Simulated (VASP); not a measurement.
TaN, 4 atoms in the cell. Symmetry: P6_3/mmc, No. 194, hexagonal system. Conventional cell: a = 2.922 Å, b = 2.922 Å, c = 5.917 Å, α = 90.00°, β = 90.00°, γ = 120.00°. Within 3.0 Å of Ta (site symmetry -3m) lie 6 N at 2.24 Å and 8 Ta at 2.92 to 2.96 Å. N (site symmetry -6m2) has 6 Ta at 2.24 Å and 6 N at 2.92 Å within 3.0 Å. 

```yaml
Program: VASP 6.6.1
Task: single point
Functional: LDA
Potentials_or_basis: VASP PAW LDA potentials, release 64 (Ta_pv, N)
Cutoff: 520 eV
k_mesh: 6 × 6 × 3
Occupations: fermi-dirac, width 0.05 eV
Spin: no spin polarisation
Dipole_correction: no
Further_INCAR_settings: ALGO = Normal; EDIFF = 1e-06; NBANDS = 24
```

Potentials or basis: VASP PAW LDA potentials, release 64 (Ta_pv, N).

Run with:

```sh
$ cat potpaw_LDA.64/Ta_pv/POTCAR potpaw_LDA.64/N/POTCAR > POTCAR
$ mpirun -np 1 vasp_std > vasp.out
```

Hardware: 1 thread of Intel Xeon 8259CL, with other jobs on the host.

**Question.** Estimate the wall time of this run.

**Answer.** Run time: 18 s on 1 thread of Intel Xeon 8259CL, on a shared host, peak memory 0.15 GiB. Counts: scf iterations 13, k points 14.
